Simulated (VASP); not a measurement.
Input of a VASP 6.6.1 run:

Contents of INCAR:

```
PREC = Accurate
ENCUT = 400
EDIFF = 1E-6
ISMEAR = 0
SIGMA = 0.1
LREAL = F
LASPH = T
NELM = 120
ALGO = Normal
ISIF = 2
LWAVE = F
LCHARG = F
LDIPOL = T
IDIPOL = 3
DIPOL = 0.5 0.5 0.498
GGA = PS
NBANDS = 42
GGA_COMPAT = F
NELMDL = -8
```

File KPOINTS:

```
Automatic mesh
0
Gamma
  10 10 1
```

The input POSCAR:

```
Au
1.0
    2.8226199300     -0.0000000028      0.0000000000
   -1.4113099625      2.5559330214      0.0000000000
    0.0000000000      0.0000000000     30.2329243226
Au
6
Direct
    0.3346720300      0.6693440600      0.2976887020
    0.6653279700      0.3306559400      0.3786132212
    0.3346720300      0.6693440600      0.4595377404
    0.6624508661      0.3249017323      0.5381883000
    0.3350128304      0.6700256609      0.6165868088
    0.6620760212      0.3241520424      0.6964118055
```

Potentials or basis: VASP PAW PBE potentials, release 64 (Au).

The run is started by

```console
$ cat potpaw_PBE.64/Au/POTCAR > POTCAR
$ mpirun -np 1 vasp_std > vasp.out
```

Task: What does it give for the largest force?

Result: 0.256 eV/Å.

Task: What does it give for the band gap on the k mesh?

Result: Zero (bands 33 and 34 overlap by 4.94 eV).

Forces in eV/Å, atoms in the order of the input:
```
Au   0.000  0.008  0.098
Au   0.000 -0.009  0.158
Au   0.000  0.012 -0.255
Au   0.000 -0.015  0.002
Au   0.000  0.009  0.005
Au   0.000 -0.005 -0.007
```

Caveat: the PAW data sets were made with another functional, which shifts forces and pressure a little; spin-orbit coupling is left out, which moves the levels of the heavy elements.
